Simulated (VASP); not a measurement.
Here is a VASP 6.6.1 calculation.

File INCAR:

```
PREC     = Accurate       # precision mode
ENCUT    = 520            # plane-wave cutoff, eV
EDIFF    = 1E-6           # SCF threshold, eV
ISMEAR   = -1             # smearing method
SIGMA    = 0.05           # smearing width, eV
LREAL    = False          # projectors in reciprocal space
LASPH    = True           # aspherical terms in the spheres
NELM     = 60             # most SCF steps
ALGO     = Normal         # electronic algorithm
ISIF     = 2              # what is computed and relaxed
LWAVE    = False          # write WAVECAR
LCHARG   = False          # write CHGCAR
GGA      = PS             # functional
NBANDS   = 18             # bands
```

KPOINTS

```
Automatic mesh
0
Gamma
  11 11 11
```

POSCAR

```
Sc
1.0
    0.0000000000      3.1299141298      3.1299141298
    3.1299141298      0.0000000000      3.1299141298
    3.1299141298      3.1299141298      0.0000000000
Sc
2
Direct
   -0.1250000000     -0.1250000000     -0.1250000000
    0.1250000000      0.1250000000      0.1250000000
```

Potentials or basis: VASP PAW PBE potentials, release 64 (Sc_sv).

Command:

```sh
$ cat potpaw_PBE.64/Sc_sv/POTCAR > POTCAR
$ mpirun -np 1 vasp_std > vasp.out
```

Q: Predict the pressure.

A: 0.0 GPa.

Q: Predict the band gap on the k mesh.

A: Zero (bands 11 and 12 overlap by 0.60 eV).

Caveat: the PAW data sets were made with another functional, which shifts forces and pressure a little.
